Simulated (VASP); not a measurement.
The system is TiC.

```
Ti C
1.0
     0.00000    2.20819    2.20819
     2.20819    0.00000    2.20819
     2.20819    2.20819    0.00000
Ti C
1 1
Direct
  0.00000 0.00000 0.00000
  0.50000 0.50000 0.50000
```

Base run:

- Program: VASP 6.6.1
- Functional: r2SCAN
- Dispersion: D4
- Potentials or basis: VASP PAW PBE potentials, release 64 (Ti_sv, C)
- Cutoff: 520 eV
- k mesh: 11 × 11 × 11
- Occupations: fermi-dirac, width 0.05 eV
- Spin: no spin polarisation

Its results: band gap on the k mesh zero (band 8 reaches 9.65 eV, above the bottom of band 9 at 8.36 eV); pressure -14.8 GPa.

After a change of settings the same cell gave: band gap on the k mesh zero (band 8 reaches 9.55 eV, above the bottom of band 9 at 8.46 eV); pressure -17.6 GPa. Which change was it?
A. dispersion from D4 to none
B. functional from r2SCAN to PBE; dispersion from D4 to D3(BJ)
C. functional from r2SCAN to RPBE
D. functional from r2SCAN to PBEsol; dispersion from D4 to none

C.

Caveats: the PAW data sets were made with another functional, which shifts forces and pressure a little; pairwise dispersion overbinds metals, which lowers pressure and volume.
